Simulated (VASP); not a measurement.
# SiC (qhas) (F-43m) in VASP: vibrations by perturbation theory with PBEsol

Aim: the vibrations by perturbation theory of SiC (qhas) with PBEsol.

Everything below comes from runs of VASP 6.6.1. Logs are shortened: lines on timing, memory, paths and dates and some standing lists are left out, and cuts for length are marked.

**1. The cell of the first run**

It takes space group F-43m (No. 216, cubic). Conventional cell: a = 4.357 Å, b = 4.357 Å, c = 4.357 Å, α = 90.00°, β = 90.00°, γ = 90.00°. Within 2.5 Å of Si (site symmetry -43m) lie 4 C at 1.89 Å. Within 2.5 Å of C (site symmetry -43m) lie 4 Si at 1.89 Å.

**2. Vibrations by perturbation theory, PBEsol**

Input file INCAR:

```
SYSTEM = SiC
  PREC = Accurate
  ENCUT = 600
  EDIFF = 1E-8
  ISMEAR = 0
  SIGMA = 0.01
  LREAL = .FALSE.
  LASPH = .TRUE.
  NELM = 120
  ALGO = Normal
  ISIF = 2
  LWAVE = .FALSE.
  LCHARG = .FALSE.
  GGA = PS
  IBRION = 8
  NSW = 1
  GGA_COMPAT = .FALSE.
```

Input file KPOINTS:

```
regular mesh
0
G
  10 10 10
  0 0 0
```

Input file POSCAR:

```
SiC
1.0
    0.0000000000      2.1784203317      2.1784203317
    2.1784203317      0.0000000000      2.1784203317
    2.1784203317      2.1784203317      0.0000000000
Si C
1 1
Direct
    0.0000000000      0.0000000000      0.0000000000
    0.2500000000      0.2500000000      0.2500000000
```

Potentials or basis: VASP PAW PBE potentials, release 64 (Si, C).

The run is started by

```sh
$ cat potpaw_PBE.64/Si/POTCAR potpaw_PBE.64/C/POTCAR > POTCAR
$ mpirun -np 1 vasp_std > vasp.out
```

OUTCAR:

```text
SYSTEM = SiC
   PREC = Accurate
   ENCUT = 600
   EDIFF = 1E-8
   ISMEAR = 0
   LREAL = .FALSE.
   LASPH = .TRUE.
   NELM = 120
   ISIF = 2
   GGA = PS
   IBRION = 8
   NSW = 1

 ion  position               nearest neighbor table
   1  0.000  0.000  0.000-   2 1.89   2 1.89   2 1.89   2 1.89
   2  0.250  0.250  0.250-   1 1.89   1 1.89   1 1.89   1 1.89

  LATTYP: Found a face centered cubic cell.
 ALAT       =     4.3568406634

  Lattice vectors:

 A1 = (   0.0000000000,   2.1784203317,   2.1784203317)
 A2 = (   2.1784203317,   0.0000000000,   2.1784203317)
 A3 = (   2.1784203317,   2.1784203317,   0.0000000000)

Analysis of symmetry for initial positions (statically):
=====================================================================
 Subroutine PRICEL returns:
 Original cell was already a primitive cell.

 Routine SETGRP: Setting up the symmetry group for a
 face centered cubic supercell.

 Subroutine GETGRP returns: Found 24 space group operations
 (whereof 24 operations were pure point group operations)
 out of a pool of 48 trial point group operations.

The static configuration has the point symmetry T_d .

Analysis of symmetry for dynamics (positions and initial velocities):
=====================================================================
 Subroutine PRICEL returns:
 Original cell was already a primitive cell.

 Routine SETGRP: Setting up the symmetry group for a
 face centered cubic supercell.

 Subroutine GETGRP returns: Found 24 space group operations
 (whereof 24 operations were pure point group operations)
 out of a pool of 48 trial point group operations.

The dynamic configuration has the point symmetry T_d .

 Subroutine INISYM returns: Found 24 space group operations
 (whereof 24 operations are pure point group operations),
 and found     1 'primitive' translations

----------------------------------------------------------------------------------------

                                     Primitive cell

  volume of cell :      20.6755

  direct lattice vectors                    reciprocal lattice vectors
     0.000000000  2.178420332  2.178420332    -0.229524116  0.229524116  0.229524116
     2.178420332  0.000000000  2.178420332     0.229524116 -0.229524116  0.229524116
     2.178420332  2.178420332  0.000000000     0.229524116  0.229524116 -0.229524116

  length of vectors
     3.080751578  3.080751578  3.080751578     0.397547430  0.397547430  0.397547430

  position of ions in fractional coordinates (direct lattice)
     0.000000000  0.000000000  0.000000000
     0.250000000  0.250000000  0.250000000

  ion indices of the primitive-cell ions
   primitive index   ion index
                 1           1
                 2           2

----------------------------------------------------------------------------------------

 KPOINTS: regular mesh

Automatic generation of k-mesh.
 Grid dimensions read from file:
 generate k-points for:   10   10   10

 Generating k-lattice:

  Cartesian coordinates                     Fractional coordinates (reciprocal lattice)
    -0.022952412  0.022952412  0.022952412     0.100000000  0.000000000  0.000000000
     0.022952412 -0.022952412  0.022952412     0.000000000  0.100000000  0.000000000
     0.022952412  0.022952412 -0.022952412     0.000000000  0.000000000  0.100000000

  Length of vectors
     0.039754743  0.039754743  0.039754743

  Shift w.r.t. Gamma in fractional coordinates (k-lattice)
     0.000000000  0.000000000  0.000000000

 Subroutine IBZKPT returns following result:
 ===========================================

 Found     47 irreducible k-points:

 Following reciprocal coordinates:
            Coordinates               Weight
  0.000000  0.000000  0.000000      1.000000
  0.100000  0.000000  0.000000      8.000000
  0.200000  0.000000  0.000000      8.000000
  0.300000  0.000000  0.000000      8.000000
  0.400000  0.000000  0.000000      8.000000
  0.500000  0.000000  0.000000      4.000000
[... 16 lines left out ...]
  0.300000  0.300000  0.000000      6.000000
  0.400000  0.300000  0.000000     24.000000
 [... further k-points ...]
   k-points           NKPTS =     47   k-points in BZ     NKDIM =     47   number of bands    NBANDS=      8
   number of dos      NEDOS =    301   number of ions     NIONS =      2
   total plane-waves  NPLWV =  21952
   dimension x,y,z NGX =    28 NGY =   28 NGZ =   28
   dimension x,y,z NGXF=    56 NGYF=   56 NGZF=   56
   ions per type =               1   1
   NGX,Y,Z   is equivalent  to a cutoff of  15.11, 15.11, 15.11 a.u.
   NGXF,Y,Z  is equivalent  to a cutoff of  30.22, 30.22, 30.22 a.u.
 SYSTEM =  SiC
   PREC   = accura    normal or accurate (medium, high low for compatibility)
   ISTART =      0    job   : 0-new  1-cont  2-samecut
   ICHARG =      2    charge: 1-file 2-atom 10-const
   ISPIN  =      1    spin polarized calculation?
   LNONCOLLINEAR =      F non collinear calculations
   LSORBIT =      F    spin-orbit coupling
   LASPH  =      T    aspherical Exc in radial PAW
   ENCUT  =  600.0 eV  44.10 Ry    6.64 a.u.   6.15  6.15  6.15*2*pi/ulx,y,z
   NELM   =    120;   NELMIN=  2; NELMDL= -5     # of ELM steps
   EDIFF  = 0.1E-07   stopping-criterion for ELM
   LREAL  =      F    real-space projection
   EDIFFG = 0.1E-06   stopping-criterion for IOM
   NSW    =      1    number of steps for IOM
   IBRION =      8    ionic relax: 0-MD 1-quasi-New 2-CG
   NFREE  =      0    steps in history (QN), initial steepest desc. (CG)
   ISIF   =      2    stress and relaxation
   ISYM   =      2    0-nonsym 1-usesym 2-fastsym
   POTIM  = 0.5000    time-step for ionic-motion
   TEBEG  =    0.0;   TEEND  =   0.0 temperature during run
   PSTRESS=    0.0 pullay stress
   NELECT =       8.0000    total number of electrons
   NUPDOWN=      -1.0000    fix difference up-down
   EMIN   =  10.00;   EMAX   =-10.00  energy-range for DOS
   EFERMI =   0.00;   METHOD = LEGACY
   ISMEAR =     0;   SIGMA  =   0.01  broadening in eV -4-tet -1-fermi 0-gaus
   EFERMI_NEDOS =   21; number of points for ismear=-14 and -15
   IALGO  =     38    algorithm
   IMIX   =      4    mixing-type and parameters
     AMIX     =   0.40;   BMIX     =  1.00
     AMIX_MAG =   1.60;   BMIX_MAG =  1.00
  volume/ion in A,a.u.               =      10.34        69.76
  Fermi-wavevector in a.u.,A,eV,Ry     =   1.192943  2.254336 19.362639  1.423114
  Thomas-Fermi vector in A             =   2.328970
   LORBIT       =      0    0 simple, 1 ext, 2 COOP (PROOUT), +10 PAW based schemes
   GGA     = PS    functional components
   LHFCALC =     F    Hartree Fock is set to
   AEXX    =    0.0000 exact exchange contribution
   IVDW    =     0    specifies the selected vdW correction
   LEPSILON=     F    determine dielectric tensor
   LRPA    =     F    only Hartree local field effects (RPA)
 non-spin polarized calculation
 Gauss-broadening in eV      SIGMA  =   0.01
  energy-cutoff  :      600.00
  volume of cell :       20.68
 maximum number of plane-waves:       701
 NGX is ok and might be reduce to    28
   NGX = 13   NGY = 13   NGZ = 13

--------------------------------------- Ionic step        1  -------------------------------------------

 number of electron       8.0000000 magnetization

 Free energy of the ion-electron system (eV)
  ---------------------------------------------------
  ext. energy  EPLUGINS =         0.00000000
  ---------------------------------------------------
  free energy    TOTEN  =       -15.91608831 eV

  energy without entropy =      -15.91608831  energy(sigma->0) =      -15.91608831

 E-fermi :   8.1125     XC(G=0): -11.5083

 val. band max:        8.0649176102   @ k =   0.0000   0.0000   0.0000
 cond. band min:       9.2984058863   @ k =   0.5000   0.5000   0.0000
 fundamental gap:      1.2334882761
 Fermi energy:         8.1125048896

 k-point     1 :       0.0000    0.0000    0.0000
  band No.  band energies     occupation
      1      -7.3654      2.00000
      2       8.0649      2.00000
      3       8.0649      2.00000
      4       8.0649      2.00000
      5      14.2610      0.00000
      6      15.3135      0.00000
      7      15.3135      0.00000
      8      15.3135      0.00000
[... 243 lines left out ...]
 k-point    24 :       0.4000    0.3000    0.0000
  band No.  band energies     occupation
      1      -4.2037      2.00000
      2       2.4779      2.00000
      3       4.8794      2.00000
      4       5.4175      2.00000
      5      10.8223      0.00000
      6      13.5804      0.00000
      7      19.6266      0.00000
      8      19.9353      0.00000

 [... further k-points ...]
[... 5 lines left out ...]
  --------------------------------------------------------------------------------------
  -------------------------------------------------------------------------------------
  Total        0.0279787      0.0279787      0.0279787     -0.0000000      0.0000000      0.0000000
  in kB        2.1681153      2.1681153      2.1681153     -0.0000000      0.0000000      0.0000000
  external PRESSURE =       2.1681153 kB  Pullay stress =       0.0000000 kB

 VOLUME and BASIS-vectors are now :
 -----------------------------------------------------------------------------
  energy-cutoff  :      600.00
  volume of cell :       20.68
      direct lattice vectors                 reciprocal lattice vectors
     0.000000000  2.178420332  2.178420332    -0.229524116  0.229524116  0.229524116
     2.178420332  0.000000000  2.178420332     0.229524116 -0.229524116  0.229524116
     2.178420332  2.178420332  0.000000000     0.229524116  0.229524116 -0.229524116

 POSITION                                       TOTAL-FORCE (eV/Angst)
 -----------------------------------------------------------------------------------
      0.00000      0.00000      0.00000         0.000000      0.000000      0.000000
      1.08921      1.08921      1.08921        -0.000000     -0.000000     -0.000000
 -----------------------------------------------------------------------------------
    total drift:                               -0.000000     -0.000000     -0.000000

  FREE ENERGIE OF THE ION-ELECTRON SYSTEM (eV)
  ---------------------------------------------------
  free  energy   TOTEN  =       -15.9160883123 eV

  energy  without entropy=      -15.9160883123  energy(sigma->0) =      -15.91608831

[... ionic steps 2 to 3 ...]

--------------------------------------- Ionic step        4  -------------------------------------------

------------------------ aborting loop because EDIFF is reached ----------------------------------------

[... ionic steps 5 to 6 ...]

--------------------------------------- Ionic step        7  -------------------------------------------

 Free energy of the ion-electron system (eV)
  ---------------------------------------------------
  ---------------------------------------------------
  free energy    TOTEN  =        -0.12454749 eV

  energy without entropy =       -0.12454749

------------------------ aborting loop because EDIFF is reached ----------------------------------------

 INTERNAL STRAIN TENSOR  FOR ION    2  DIRECTION 1   (eV/Angst):
 -----------------------------------------------------------------------------
    -0.00798  0.00000  0.00000
     0.00000  0.00343 -8.55504
     0.00000 -8.55504  0.00343

 INTERNAL STRAIN TENSOR FOR ION    2 for displacements in x,y,z  (eV/Angst):
          X           Y           Z          XY          YZ          ZX
  --------------------------------------------------------------------------------
  x     0.00000     0.00000     0.00000     0.00000    -8.55504     0.00000
  y     0.00000     0.00000     0.00000     0.00000     0.00000    -8.55504
  z     0.00000     0.00000     0.00000    -8.55504     0.00000     0.00000

 SECOND DERIVATIVES (NOT SYMMETRIZED)
 ------------------------------------
               1X          1Y          1Z          2X          2Y          2Z
  1X   -19.200374    0.000000    0.000000   19.200374    0.000000    0.000000
  1Y     0.000000  -19.200374    0.000000    0.000000   19.200374    0.000000
  1Z     0.000000    0.000000  -19.200374    0.000000    0.000000   19.200374
  2X    19.202148    0.000000    0.000000  -19.202148    0.000000    0.000000
  2Y     0.000000   19.202148    0.000000    0.000000  -19.202148    0.000000
  2Z     0.000000    0.000000   19.202148    0.000000    0.000000  -19.202148

 Eigenvectors and eigenvalues of the dynamical matrix
 ----------------------------------------------------

   1 f  =   23.618013 THz   148.396351 2PiTHz  787.812105 cm-1    97.676208 meV
             X         Y         Z           dx          dy          dz
      0.000000  0.000000  0.000000     0.000000    0.547299    0.000000
      1.089210  1.089210  1.089210     0.000000   -0.836937    0.000000
[... 21 lines left out ...]
   6 f/i=    0.000500 THz     0.003141 2PiTHz    0.016674 cm-1     0.002067 meV
             X         Y         Z           dx          dy          dz
      0.000000  0.000000  0.000000     0.000000    0.000000    0.836937
      1.089210  1.089210  1.089210     0.000000    0.000000    0.547299

--------------------------------------------------------------------------------------------------------

 ELASTIC MODULI CONTR FROM IONIC RELAXATION (kBar)
 Direction    XX          YY          ZZ          XY          YZ          ZX
 --------------------------------------------------------------------------------
 XX          -0.0000      0.0000      0.0000      0.0000      0.0000      0.0000
 YY           0.0000     -0.0000      0.0000      0.0000      0.0000     -0.0000
 ZZ           0.0000      0.0000     -0.0000      0.0000      0.0000      0.0000
 XY           0.0000      0.0000      0.0000   -271.3287      0.0000      0.0000
 YZ           0.0000      0.0000      0.0000      0.0000   -271.3287      0.0000
 ZX           0.0000     -0.0000      0.0000      0.0000      0.0000   -271.3287
 --------------------------------------------------------------------------------
```

It took 80 s on 1 thread of Intel Xeon 6975P-C, shared host; peak memory 0.23 GiB.

What came out:

```
Highest phonon frequency at Γ, LO-TO splitting left out : 788 cm⁻¹
```

Phonon frequencies in cm⁻¹ (negative: imaginary):
| q point | frequencies |
| --- | --- |
| (0.000, 0.000, 0.000) | 0 0 0 788 788 788 |

Caveat: the PAW data sets were made with another functional, which shifts forces and pressure a little.
